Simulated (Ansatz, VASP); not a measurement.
One calculation of InH3, two programs

```
In H
1.0
     2.91427    0.00000    0.00000
    -1.45714    2.52384    0.00000
     0.00000    0.00000    5.29742
In H
1 3
Direct
  0.00000 0.00000 0.50000
  0.50000 0.00000 0.00000
  0.00000 0.50000 0.00000
  0.50000 0.50000 0.00000
```

Alike in both runs: functional PBE; k mesh 6 × 6 × 4; occupations gaussian, width 0.1 eV; no spin polarisation.

Ansatz relaxed the structure, and its values are those at the end. VASP's run is a single point on that final structure, the one shown.

|  | VASP | Ansatz |
| --- | --- | --- |
| version | VASP 6.6.1 | Ansatz 0.2.0 |
| potentials or method | VASP PAW PBE potentials, release 64 (In_d, H), cutoff 520 eV | scalar-relativistic, plane waves, PAW |
| valence electrons in the cell | 16 | 16 |

Ansatz gave:

* gap on the k mesh at the Fermi level (eV): none
* pressure (GPa): 0.0

**Question.** What did VASP give for the same quantities?

**Answer.** gap on the k mesh at the Fermi level (eV): none; pressure (GPa): -0.1.

A gap of «none» marks a metal or a gap that the smearing closes.

The k mesh is coarse, so the values compare programs but aren't converged.
